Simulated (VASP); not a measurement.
# MgO (I4mm) in VASP: a series of runs

The runs below take MgO through single point, with r2SCAN.

Everything below comes from runs of VASP 6.6.1. Logs are shortened: lines on timing, memory, paths and dates and some standing lists are left out, and cuts for length are marked.

### 1 The cell of the first run

The structure is tetragonal, space group I4mm (No. 107). The conventional cell has a = 3.020 Å, b = 3.020 Å, c = 4.270 Å, α = 90.00°, β = 90.00°, γ = 90.00°. Mg (site symmetry 4mm) has 6 O at 2.06 to 2.21 Å within 2.7 Å. Within 2.7 Å of O (site symmetry 4mm) lie 6 Mg at 2.06 to 2.21 Å.

### 2 Single point, r2SCAN

Input file POSCAR:

```
MgO
1.0
    0.0000000000      2.1351500000      2.1351500000
    2.1351500000      0.0000000000      2.1351500000
    2.1351500000      2.1351500000      0.0000000000
Mg O
1 1
Direct
    0.0000000000      0.0000000000      0.0000000000
    0.4824368311      0.4824368311      0.5175631689
```

Input file INCAR.step1:

```
PREC = Accurate
ENCUT = 750
ISMEAR = 0
SIGMA = 0.05
LREAL = F
LASPH = T
NELM = 120
NBANDS = 15
GGA = PE
ALGO = Normal
EDIFF = 1E-5
LWAVE = T
LCHARG = F
GGA_COMPAT = F
```

Input file INCAR.step2:

```
PREC = Accurate
ENCUT = 750
EDIFF = 1E-6
ISMEAR = 0
SIGMA = 0.05
LREAL = F
LASPH = T
NELM = 120
ALGO = Normal
ISIF = 2
LWAVE = F
LCHARG = F
METAGGA = R2SCAN
LMIXTAU = T
NBANDS = 15
ISTART = 1
GGA_COMPAT = F
```

Input file KPOINTS:

```
regular mesh
0
Gamma
  10 10 10
```

Potentials or basis: VASP PAW PBE potentials, release 64 (Mg_sv, O).

Launch:

```console
$ cat potpaw_PBE.64/Mg_sv/POTCAR potpaw_PBE.64/O/POTCAR > POTCAR
$ cp INCAR.step1 INCAR
$ mpirun -np 1 vasp_std > vasp.out
$ cp INCAR.step2 INCAR
$ mpirun -np 1 vasp_std > vasp.out
```

OUTCAR:

```text
PREC = Accurate
   ENCUT = 750
   EDIFF = 1E-6
   ISMEAR = 0
   LREAL = F
   LASPH = T
   NELM = 120
   ISIF = 2
   METAGGA = R2SCAN
   ISTART = 1

 ion  position               nearest neighbor table
   1  0.000  0.000  0.000-   2 2.06
   2  0.482  0.482  0.518-   1 2.06

  LATTYP: Found a face centered cubic cell.
 ALAT       =     4.2703000000

  Lattice vectors:

 A1 = (   0.0000000000,   2.1351500000,   2.1351500000)
 A2 = (   2.1351500000,   0.0000000000,   2.1351500000)
 A3 = (   2.1351500000,   2.1351500000,   0.0000000000)

Analysis of symmetry for initial positions (statically):
=====================================================================
 Subroutine PRICEL returns:
 Original cell was already a primitive cell.

 Routine SETGRP: Setting up the symmetry group for a
 face centered cubic supercell.

 Subroutine GETGRP returns: Found  8 space group operations
 (whereof  8 operations were pure point group operations)
 out of a pool of 48 trial point group operations.

The static configuration has the point symmetry C_4v.

Analysis of symmetry for dynamics (positions and initial velocities):
=====================================================================
 Subroutine PRICEL returns:
 Original cell was already a primitive cell.

 Routine SETGRP: Setting up the symmetry group for a
 face centered cubic supercell.

 Subroutine GETGRP returns: Found  8 space group operations
 (whereof  8 operations were pure point group operations)
 out of a pool of 48 trial point group operations.

The dynamic configuration has the point symmetry C_4v.

 Subroutine INISYM returns: Found  8 space group operations
 (whereof  8 operations are pure point group operations),
 and found     1 'primitive' translations

----------------------------------------------------------------------------------------

                                     Primitive cell

  volume of cell :      19.4677

  direct lattice vectors                    reciprocal lattice vectors
     0.000000000  2.135150000  2.135150000    -0.234175585  0.234175585  0.234175585
     2.135150000  0.000000000  2.135150000     0.234175585 -0.234175585  0.234175585
     2.135150000  2.135150000  0.000000000     0.234175585  0.234175585 -0.234175585

  length of vectors
     3.019558088  3.019558088  3.019558088     0.405604011  0.405604011  0.405604011

  position of ions in fractional coordinates (direct lattice)
     0.000000000  0.000000000  0.000000000
     0.482436831  0.482436831  0.517563169

  ion indices of the primitive-cell ions
   primitive index   ion index
                 1           1
                 2           2

----------------------------------------------------------------------------------------

 KPOINTS: regular mesh

Automatic generation of k-mesh.
 Grid dimensions read from file:
 generate k-points for:   10   10   10

 Generating k-lattice:

  Cartesian coordinates                     Fractional coordinates (reciprocal lattice)
    -0.023417558  0.023417558  0.023417558     0.100000000  0.000000000  0.000000000
     0.023417558 -0.023417558  0.023417558     0.000000000  0.100000000  0.000000000
     0.023417558  0.023417558 -0.023417558     0.000000000  0.000000000  0.100000000

  Length of vectors
     0.040560401  0.040560401  0.040560401

  Shift w.r.t. Gamma in fractional coordinates (k-lattice)
     0.000000000  0.000000000  0.000000000

 Subroutine IBZKPT returns following result:
 ===========================================

 Found    102 irreducible k-points:

 Following reciprocal coordinates:
            Coordinates               Weight
  0.000000  0.000000  0.000000      1.000000
  0.100000  0.000000  0.000000      8.000000
  0.200000  0.000000  0.000000      8.000000
  0.300000  0.000000  0.000000      8.000000
  0.400000  0.000000  0.000000      8.000000
  0.500000  0.000000  0.000000      4.000000
[... 16 lines left out ...]
 -0.100000  0.100000  0.000000      4.000000
  0.000000 -0.100000  0.100000      8.000000
 [... further k-points ...]
   k-points           NKPTS =    102   k-points in BZ     NKDIM =    102   number of bands    NBANDS=     15
   number of dos      NEDOS =    301   number of ions     NIONS =      2
   total plane-waves  NPLWV =  21952
   dimension x,y,z NGX =    28 NGY =   28 NGZ =   28
   dimension x,y,z NGXF=    56 NGYF=   56 NGZF=   56
   ions per type =               1   1
   NGX,Y,Z   is equivalent  to a cutoff of  15.42, 15.42, 15.42 a.u.
   NGXF,Y,Z  is equivalent  to a cutoff of  30.83, 30.83, 30.83 a.u.
 SYSTEM =  unknown system
   PREC   = accura    normal or accurate (medium, high low for compatibility)
   ISTART =      1    job   : 0-new  1-cont  2-samecut
   ICHARG =      0    charge: 1-file 2-atom 10-const
   ISPIN  =      1    spin polarized calculation?
   LNONCOLLINEAR =      F non collinear calculations
   LSORBIT =      F    spin-orbit coupling
   LASPH  =      T    aspherical Exc in radial PAW
   ENCUT  =  750.0 eV  55.12 Ry    7.42 a.u.   6.74  6.74  6.74*2*pi/ulx,y,z
   NELM   =    120;   NELMIN=  2; NELMDL=  0     # of ELM steps
   EDIFF  = 0.1E-05   stopping-criterion for ELM
   LREAL  =      F    real-space projection
   EDIFFG = 0.1E-04   stopping-criterion for IOM
   NSW    =      0    number of steps for IOM
   IBRION =     -1    ionic relax: 0-MD 1-quasi-New 2-CG
   NFREE  =      0    steps in history (QN), initial steepest desc. (CG)
   ISIF   =      2    stress and relaxation
   ISYM   =      2    0-nonsym 1-usesym 2-fastsym
   POTIM  = 0.5000    time-step for ionic-motion
   TEBEG  =    0.0;   TEEND  =   0.0 temperature during run
   PSTRESS=    0.0 pullay stress
   NELECT =      16.0000    total number of electrons
   NUPDOWN=      -1.0000    fix difference up-down
   EMIN   =  10.00;   EMAX   =-10.00  energy-range for DOS
   EFERMI =   0.00;   METHOD = LEGACY
   ISMEAR =     0;   SIGMA  =   0.05  broadening in eV -4-tet -1-fermi 0-gaus
   EFERMI_NEDOS =   21; number of points for ismear=-14 and -15
   IALGO  =     38    algorithm
   IMIX   =      4    mixing-type and parameters
     AMIX     =   0.40;   BMIX     =  1.00
     AMIX_MAG =   1.60;   BMIX_MAG =  1.00
  volume/ion in A,a.u.               =       9.73        65.69
  Fermi-wavevector in a.u.,A,eV,Ry     =   1.533474  2.897846 31.994681  2.351543
  Thomas-Fermi vector in A             =   2.640536
   LORBIT       =      0    0 simple, 1 ext, 2 COOP (PROOUT), +10 PAW based schemes
   METAGGA = R2SCAN    functional components
   LHFCALC =     F    Hartree Fock is set to
   AEXX    =    0.0000 exact exchange contribution
   IVDW    =     0    specifies the selected vdW correction
   LEPSILON=     F    determine dielectric tensor
   LRPA    =     F    only Hartree local field effects (RPA)
 non-spin polarized calculation
 Gauss-broadening in eV      SIGMA  =   0.05
  energy-cutoff  :      750.00
  volume of cell :       19.47
 maximum number of plane-waves:       934
   NGX = 13   NGY = 13   NGZ = 13

 number of electron      15.9999998 magnetization

 Free energy of the ion-electron system (eV)
  ---------------------------------------------------
  ext. energy  EPLUGINS =         0.00000000
  ---------------------------------------------------
  free energy    TOTEN  =       -16.13496065 eV

  energy without entropy =      -16.13496065  energy(sigma->0) =      -16.13496065

 E-fermi :   2.6305     XC(G=0): -11.8115

 val. band max:        2.2201473148   @ k =   0.0000   0.0000   0.0000
 cond. band min:       7.4628070747   @ k =   0.0000   0.0000   0.0000
 fundamental gap:      5.2426597599
 Fermi energy:         2.6304585449

 k-point     1 :       0.0000    0.0000    0.0000
  band No.  band energies     occupation
      1     -72.8965      2.00000
      2     -37.9912      2.00000
      3     -37.9912      2.00000
      4     -37.9909      2.00000
      5     -15.7618      2.00000
      6       2.2121      2.00000
      7       2.2201      2.00000
      8       2.2201      2.00000
      9       7.4628      0.00000
     10      18.8513      0.00000
     11      18.8613      0.00000
     12      18.8613      0.00000
     13      22.8135      0.00000
     14      24.6229      0.00000
     15      24.6383      0.00000

 k-point     2 :       0.1000    0.0000    0.0000
  band No.  band energies     occupation
      1     -72.8960      2.00000
      2     -37.9982      2.00000
      3     -37.9921      2.00000
      4     -37.9919      2.00000
      5     -15.6632      2.00000
      6       1.6027      2.00000
      7       2.1525      2.00000
      8       2.1558      2.00000
      9       8.0751      0.00000
     10      17.6085      0.00000
     11      19.0936      0.00000
     12      19.0976      0.00000
     13      23.8734      0.00000
     14      23.8876      0.00000
     15      24.4678      0.00000

 k-point     3 :       0.2000    0.0000    0.0000
  band No.  band energies     occupation
      1     -72.8943      2.00000
      2     -38.0162      2.00000
      3     -37.9939      2.00000
      4     -37.9936      2.00000
      5     -15.3940      2.00000
      6       0.3365      2.00000
      7       1.9893      2.00000
      8       1.9927      2.00000
      9       9.2879      0.00000
     10      16.0780      0.00000
     11      19.5580      0.00000
     12      19.5650      0.00000
     13      23.1735      0.00000
     14      23.1997      0.00000
     15      25.4046      0.00000
[... 343 lines left out ...]
 k-point    23 :      -0.1000    0.1000    0.0000
  band No.  band energies     occupation
      1     -72.8950      2.00000
      2     -38.0069      2.00000
      3     -37.9956      2.00000
      4     -37.9921      2.00000
      5     -15.5089      2.00000
      6       0.9143      2.00000
      7       1.9007      2.00000
      8       2.1082      2.00000
      9       8.8772      0.00000
     10      16.5263      0.00000
     11      19.2430      0.00000
     12      19.5257      0.00000
     13      22.4997      0.00000
     14      23.9998      0.00000
     15      26.0101      0.00000

 k-point    24 :       0.0000   -0.1000    0.1000
  band No.  band energies     occupation
      1     -72.8950      2.00000
      2     -38.0068      2.00000
      3     -37.9960      2.00000
      4     -37.9919      2.00000
      5     -15.5088      2.00000
      6       0.9156      2.00000
      7       1.9027      2.00000
      8       2.1054      2.00000
      9       8.8730      0.00000
     10      16.5325      0.00000
     11      19.2349      0.00000
     12      19.5312      0.00000
     13      22.5318      0.00000
     14      23.9965      0.00000
     15      25.9693      0.00000

 [... further k-points ...]

------------------------ aborting loop because EDIFF is reached ----------------------------------------

  FORCE on cell =-STRESS in cart. coord.  units (eV):
  Direction    XX          YY          ZZ          XY          YZ          ZX
  --------------------------------------------------------------------------------------
  -------------------------------------------------------------------------------------
  Total       -0.8686408     -0.8686408     -0.6572461      0.0000000     -0.0000000      0.0000000
  in kB      -71.4884071    -71.4884071    -54.0908027      0.0000000     -0.0000000      0.0000000
  external PRESSURE =     -65.6892056 kB  Pullay stress =       0.0000000 kB

 VOLUME and BASIS-vectors are now :
 -----------------------------------------------------------------------------
  energy-cutoff  :      750.00
  volume of cell :       19.47
      direct lattice vectors                 reciprocal lattice vectors
     0.000000000  2.135150000  2.135150000    -0.234175585  0.234175585  0.234175585
     2.135150000  0.000000000  2.135150000     0.234175585 -0.234175585  0.234175585
     2.135150000  2.135150000  0.000000000     0.234175585  0.234175585 -0.234175585

 POSITION                                       TOTAL-FORCE (eV/Angst)
 -----------------------------------------------------------------------------------
      0.00000      0.00000      0.00000         0.000000      0.000000     -0.356487
      2.13515      2.13515      2.06015         0.000000      0.000000      0.356487
 -----------------------------------------------------------------------------------
    total drift:                                0.000000      0.000000      0.003786

  FREE ENERGIE OF THE ION-ELECTRON SYSTEM (eV)
  ---------------------------------------------------
  free  energy   TOTEN  =       -16.1349606546 eV

  energy  without entropy=      -16.1349606546  energy(sigma->0) =      -16.13496065
```

It took 2.3 min on 1 thread of Intel Xeon Platinum 8375C at 2.90GHz (Ice Lake), shared host; peak memory 0.19 GiB.

Results:

| Quantity | Value |
| --- | --- |
| Free energy | -16.1350 eV |
| Pressure | -6.6 GPa |
| Largest force | 0.356 eV/Å |
| Band gap on the k mesh | 5.24 eV |

Forces in eV/Å, atoms in the order of the input:
```
Mg   0.000  0.000 -0.356
O    0.000  0.000  0.356
```

Stress tensor (GPa, compression positive):
```
-7.15  0.00  0.00
 0.00 -7.15  0.00
 0.00  0.00 -5.41
```

Levels at points of the mesh, in eV from the valence-band top:
```tsv
k point	band 5	band 6	band 7	band 8	band 9	band 10	band 11	band 12
(0.00, 0.00, 0.00)	-17.98	-0.01	0.00	0.00	5.24	16.63	16.64	16.64
(0.50, 0.00, 0.00)	-16.81	-4.41	-0.63	-0.62	8.56	13.34	17.08	17.10
(0.50, 0.50, 0.00)	-16.61	-3.90	-1.30	-1.30	9.98	10.67	13.87	19.82
(0.00, 0.50, 0.50)	-16.61	-3.90	-1.31	-1.31	10.00	10.68	13.86	19.81
```

Caveat: the cell differs from its parent crystal (all O atoms moved +0.075 Å, as atom 2 towards its neighbour atom 1 (Mg) at 2.135 Å); the cell stands under tension; the PAW data sets were made with another functional, which shifts forces and pressure a little.

[end of part 1 of 2]
